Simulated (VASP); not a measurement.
# C (P6_3/mmc) in VASP: further runs, part 3 of 3

VASP 6.6.1. The steps go on from the part before.

## Step 5: Single point, PBEsol+D3(BJ) (volume 7.574 Å^3 an atom, c/a of the conventional cell 2.7423)

Input file INCAR:

```
SYSTEM = C
PREC = Accurate
ENCUT = 520
EDIFF = 1E-6
ISMEAR = 0
SIGMA = 0.15
LREAL = .FALSE.
LASPH = .TRUE.
NELM = 100
ALGO = Normal
ISIF = 2
LWAVE = .FALSE.
LCHARG = .FALSE.
GGA = PS
IVDW = 12
NBANDS = 16
```

Input file KPOINTS:

```
regular mesh
0
G
  21 21 8
  0 0 0
```

Input file POSCAR:

```
C
1.0
    2.3365759320      0.0000000000      0.0000000000
   -1.1682879660      2.0235341150      0.0000000000
    0.0000000000      0.0000000000      6.4075921784
C
4
Direct
    0.0000000000      0.0000000000      0.0025000000
    0.0000000000      0.0000000000      0.5025000000
    0.3333333333      0.6666666667      0.0025000000
    0.6666666667      0.3333333333      0.5025000000
```

Potentials or basis: VASP PAW PBE potentials, release 64 (C).

Launch:

```console
$ cat potpaw_PBE.64/C/POTCAR > POTCAR
$ mpirun -np 1 vasp_std > vasp.out
```

OUTCAR:

```text
SYSTEM = C
   PREC = Accurate
   ENCUT = 520
   EDIFF = 1E-6
   ISMEAR = 0
   LREAL = .FALSE.
   LASPH = .TRUE.
   NELM = 100
   ISIF = 2
   GGA = PS
   IVDW = 12
 IVDW          = 12

 ion  position               nearest neighbor table
   1  0.000  0.000  0.002-   3 1.35   3 1.35   3 1.35
   2  0.000  0.000  0.502-   4 1.35   4 1.35   4 1.35
   3  0.333  0.667  0.002-   1 1.35   1 1.35   1 1.35
   4  0.667  0.333  0.502-   2 1.35   2 1.35   2 1.35

  LATTYP: Found a hexagonal cell.
 ALAT       =     2.3365759320
 C/A-ratio  =     2.7423000000

  Lattice vectors:

 A1 = (   2.3365759320,   0.0000000000,   0.0000000000)
 A2 = (  -1.1682879660,   2.0235341150,   0.0000000000)
 A3 = (   0.0000000000,   0.0000000000,   6.4075921784)

Analysis of symmetry for initial positions (statically):
=====================================================================
 Subroutine PRICEL returns:
 Original cell was already a primitive cell.

 Routine SETGRP: Setting up the symmetry group for a
 hexagonal supercell.

 Subroutine GETGRP returns: Found 24 space group operations
 (whereof  6 operations were pure point group operations)
 out of a pool of 24 trial point group operations.

The static configuration has the point symmetry C_3v.
 The point group associated with its full space group is D_6h.

Analysis of symmetry for dynamics (positions and initial velocities):
=====================================================================
 Subroutine PRICEL returns:
 Original cell was already a primitive cell.

 Routine SETGRP: Setting up the symmetry group for a
 hexagonal supercell.

 Subroutine GETGRP returns: Found 24 space group operations
 (whereof  6 operations were pure point group operations)
 out of a pool of 24 trial point group operations.

The dynamic configuration has the point symmetry C_3v.
 The point group associated with its full space group is D_6h.

 Subroutine INISYM returns: Found 24 space group operations
 (whereof  6 operations are pure point group operations),
 and found     1 'primitive' translations

----------------------------------------------------------------------------------------

                                     Primitive cell

  volume of cell :      30.2960

  direct lattice vectors                    reciprocal lattice vectors
     2.336575932  0.000000000  0.000000000     0.427976676  0.247092449  0.000000000
    -1.168287966  2.023534115  0.000000000     0.000000000  0.494184898  0.000000000
     0.000000000  0.000000000  6.407592178     0.000000000  0.000000000  0.156064864

  length of vectors
     2.336575932  2.336575932  6.407592178     0.494184898  0.494184898  0.156064864

  position of ions in fractional coordinates (direct lattice)
     0.000000000  0.000000000  0.002500000
     0.000000000  0.000000000  0.502500000
     0.333333333  0.666666667  0.002500000
     0.666666667  0.333333333  0.502500000

  ion indices of the primitive-cell ions
   primitive index   ion index
                 1           1
                 2           2
                 3           3
                 4           4

----------------------------------------------------------------------------------------

 KPOINTS: regular mesh

Automatic generation of k-mesh.
[... 25 lines left out ...]
  0.095238  0.000000  0.000000      6.000000
  0.142857  0.000000  0.000000      6.000000
  0.190476  0.000000  0.000000      6.000000
  0.238095  0.000000  0.000000      6.000000
[... 16 lines left out ...]
  0.142857  0.095238  0.000000     12.000000
  0.190476  0.095238  0.000000     12.000000
 [... further k-points ...]
   k-points           NKPTS =    240   k-points in BZ     NKDIM =    240   number of bands    NBANDS=     16
   number of dos      NEDOS =    301   number of ions     NIONS =      4
   total plane-waves  NPLWV =  15552
   dimension x,y,z NGX =    18 NGY =   18 NGZ =   48
   dimension x,y,z NGXF=    36 NGYF=   36 NGZF=   96
   ions per type =               4
   NGX,Y,Z   is equivalent  to a cutoff of  12.81, 12.81, 12.45 a.u.
   NGXF,Y,Z  is equivalent  to a cutoff of  25.61, 25.61, 24.91 a.u.
 SYSTEM =  C
   PREC   = accura    normal or accurate (medium, high low for compatibility)
   ISTART =      0    job   : 0-new  1-cont  2-samecut
   ICHARG =      2    charge: 1-file 2-atom 10-const
   ISPIN  =      1    spin polarized calculation?
   LNONCOLLINEAR =      F non collinear calculations
   LSORBIT =      F    spin-orbit coupling
   LASPH  =      T    aspherical Exc in radial PAW
   ENCUT  =  520.0 eV  38.22 Ry    6.18 a.u.   4.34  4.34 11.91*2*pi/ulx,y,z
   NELM   =    100;   NELMIN=  2; NELMDL= -5     # of ELM steps
   EDIFF  = 0.1E-05   stopping-criterion for ELM
   LREAL  =      F    real-space projection
   EDIFFG = 0.1E-04   stopping-criterion for IOM
   NSW    =      0    number of steps for IOM
   IBRION =     -1    ionic relax: 0-MD 1-quasi-New 2-CG
   NFREE  =      0    steps in history (QN), initial steepest desc. (CG)
   ISIF   =      2    stress and relaxation
   ISYM   =      2    0-nonsym 1-usesym 2-fastsym
   POTIM  = 0.5000    time-step for ionic-motion
   TEBEG  =    0.0;   TEEND  =   0.0 temperature during run
   PSTRESS=    0.0 pullay stress
   NELECT =      16.0000    total number of electrons
   NUPDOWN=      -1.0000    fix difference up-down
   EMIN   =  10.00;   EMAX   =-10.00  energy-range for DOS
   EFERMI =   0.00;   METHOD = LEGACY
   ISMEAR =     0;   SIGMA  =   0.15  broadening in eV -4-tet -1-fermi 0-gaus
   EFERMI_NEDOS =   21; number of points for ismear=-14 and -15
   IALGO  =     38    algorithm
   IMIX   =      4    mixing-type and parameters
     AMIX     =   0.40;   BMIX     =  1.00
     AMIX_MAG =   1.60;   BMIX_MAG =  1.00
  volume/ion in A,a.u.               =       7.57        51.11
  Fermi-wavevector in a.u.,A,eV,Ry     =   1.323284  2.500644 23.824897  1.751081
  Thomas-Fermi vector in A             =   2.452903
   LORBIT       =      0    0 simple, 1 ext, 2 COOP (PROOUT), +10 PAW based schemes
   GGA     = PS    functional components
   LHFCALC =     F    Hartree Fock is set to
   AEXX    =    0.0000 exact exchange contribution
   IVDW    =    12    specifies the selected vdW correction
   LEPSILON=     F    determine dielectric tensor
   LRPA    =     F    only Hartree local field effects (RPA)
 non-spin polarized calculation
 Gauss-broadening in eV      SIGMA  =   0.15
  energy-cutoff  :      520.00
  volume of cell :       30.30
 maximum number of plane-waves:       845
 NGX is ok and might be reduce to    18
   NGX =  9   NGY =  9   NGZ = 23

 number of electron      16.0000002 magnetization

 Free energy of the ion-electron system (eV)
  ---------------------------------------------------
  ext. energy  EPLUGINS =         0.00000000
  ---------------------------------------------------
  free energy    TOTEN  =       -37.74937359 eV

  energy without entropy =      -37.74851912  energy(sigma->0) =      -37.74894636

 E-fermi :   6.0122     XC(G=0): -11.2054

 val. band max:        6.0118410929   @ k =   0.3333   0.3333   0.2500
 cond. band min:       6.0138047245   @ k =   0.3333   0.3333   0.5000
 fundamental gap:      0.0019636315
 Fermi energy:         6.0121723846

 k-point     1 :       0.0000    0.0000    0.0000
  band No.  band energies     occupation
      1     -14.9470      2.00000
      2     -14.5381      2.00000
      3      -3.8597      2.00000
      4      -1.4578      2.00000
      5       3.1656      2.00000
      6       3.1656      2.00000
[... 433 lines left out ...]
      3      -1.7928      2.00000
      4      -1.3205      2.00000
      5      -1.2145      2.00000
      6       0.2463      2.00000
[... 8 lines left out ...]
     15      20.0618      0.00000
     16      20.3090      0.00000

 [... further k-points ...]

------------------------ aborting loop because EDIFF is reached ----------------------------------------

 Edisp (eV)   -0.42867

 E8    (eV) :    -0.2085

  FORCE on cell =-STRESS in cart. coord.  units (eV):
  Direction    XX          YY          ZZ          XY          YZ          ZX
  --------------------------------------------------------------------------------------
  -------------------------------------------------------------------------------------
  Total      16.44902    16.44902     0.15454     0.00000    -0.00000     0.00000
  in kB     869.89222   869.89222     8.17288     0.00000    -0.00000     0.00000
  external pressure =      582.65 kB  Pullay stress =        0.00 kB

 VOLUME and BASIS-vectors are now :
 -----------------------------------------------------------------------------
  energy-cutoff  :      520.00
  volume of cell :       30.30
      direct lattice vectors                 reciprocal lattice vectors
     2.336575932  0.000000000  0.000000000     0.427976676  0.247092449  0.000000000
    -1.168287966  2.023534115  0.000000000     0.000000000  0.494184898  0.000000000
     0.000000000  0.000000000  6.407592178     0.000000000  0.000000000  0.156064864

 POSITION                                       TOTAL-FORCE (eV/Angst)
 -----------------------------------------------------------------------------------
      0.00000      0.00000      0.01602        -0.000000      0.000000      0.000000
      0.00000      0.00000      3.21982         0.000000     -0.000000     -0.000000
     -0.00000      1.34902      0.01602         0.000000     -0.000000     -0.000000
      1.16829      0.67451      3.21982        -0.000000      0.000000     -0.000000
 -----------------------------------------------------------------------------------
    total drift:                                0.000000      0.000000     -0.000007

  FREE ENERGIE OF THE ION-ELECTRON SYSTEM (eV)
  ---------------------------------------------------
  free  energy   TOTEN  =       -38.1780388993 eV

  energy  without entropy=      -38.1771844263  energy(sigma->0) =      -38.17761166
```

OSZICAR:

```text
N       E                     dE             d eps       ncg     rms          rms(c)
DAV:   1     0.285620948525E+02    0.28562E+02   -0.83030E+03  7696   0.954E+02
DAV:   2    -0.391192185121E+02   -0.67681E+02   -0.61872E+02 10856   0.191E+02
DAV:   3    -0.414225250103E+02   -0.23033E+01   -0.22949E+01  9656   0.325E+01
DAV:   4    -0.414379460621E+02   -0.15421E-01   -0.15418E-01  9752   0.322E+00
DAV:   5    -0.414381449169E+02   -0.19885E-03   -0.19885E-03  9552   0.344E-01    0.110E+01
DAV:   6    -0.386086049520E+02    0.28295E+01   -0.18133E+00  9032   0.902E+00    0.636E+00
DAV:   7    -0.377425227461E+02    0.86608E+00   -0.21621E+00  9416   0.997E+00    0.189E+00
DAV:   8    -0.377532393098E+02   -0.10717E-01   -0.12079E-01  8952   0.215E+00    0.616E-01
DAV:   9    -0.377492902110E+02    0.39491E-02   -0.50438E-03  9136   0.514E-01    0.146E-01
DAV:  10    -0.377493818216E+02   -0.91611E-04   -0.80088E-04  9544   0.193E-01    0.107E-01
DAV:  11    -0.377493725980E+02    0.92236E-05   -0.38243E-05  9192   0.437E-02    0.434E-03
DAV:  12    -0.377493737120E+02   -0.11140E-05   -0.12950E-06  7976   0.822E-03    0.858E-03
DAV:  13    -0.377493735944E+02    0.11761E-06   -0.18437E-07  6528   0.354E-03
   1 F= -.38178039E+02 E0= -.38177612E+02  d E =-.854473E-03
```

stdout:

```text
POSCAR found type information on POSCAR C
 POSCAR found :  1 types and       4 ions
 scaLAPACK will be used
 -----------------------------------------------------------------------------
|                                                                             |
|                                                                             |
|     You enforced a specific xc type in the INCAR file but a different       |
|     I HOPE YOU KNOW WHAT YOU ARE DOING!                                     |
|                                                                             |
 -----------------------------------------------------------------------------

 LDA part: xc-table for (Slater+PW92), standard interpolation
 POSCAR, INCAR and KPOINTS ok, starting setup
 FFT: planning ... GRIDC
 FFT: planning ... GRID_SOFT
 FFT: planning ... GRID
 WAVECAR not read
 entering main loop
```

Run time: 40 s. Hardware: 1 thread of Intel Xeon 6975P-C (Granite Rapids), shared host; peak memory 0.21 GiB.

What came out:

| Quantity | Value |
| --- | --- |
| Free energy | -38.1780 eV |
| Pressure | 58.3 GPa |
| Band gap on the k mesh | zero (band 8 reaches 6.03 eV, above the bottom of band 9 at 5.99 eV) |
| Dispersion energy per atom | -0.107 eV |

Caveat: the PAW data sets were made with another functional, which shifts forces and pressure a little; pairwise dispersion overbinds metals, which lowers pressure and volume.

## Step 6: The runs side by side

```csv
cell,gap on the mesh (eV),pressure (GPa)
"a = 2.537, b = 2.537, c = 6.472 Å, angles 90.0, 90.0, 120.0°, 4 atoms",none,-24.0
"a = 2.578, b = 2.578, c = 6.267 Å, angles 90.0, 90.0, 120.0°, 4 atoms",none,-34.5
"a = 2.418, b = 2.418, c = 7.128 Å, angles 90.0, 90.0, 120.0°, 4 atoms",none,15.0
"a = 2.337, b = 2.337, c = 6.408 Å, angles 90.0, 90.0, 120.0°, 4 atoms",none,58.3
```

Alike in all rows: task single point; level PBEsol+D3(BJ); potentials or basis VASP PAW PBE potentials, release 64 (C); no spin polarisation; k mesh 21 × 21 × 8; cutoff (eV) 520; smearing gaussian 0.15 eV.

Caveats: the PAW data sets were made with another functional, which shifts forces and pressure a little; pairwise dispersion overbinds metals, which lowers pressure and volume (some runs).

Total energies depend on the potentials used, so only differences within one code and one set of settings carry meaning.
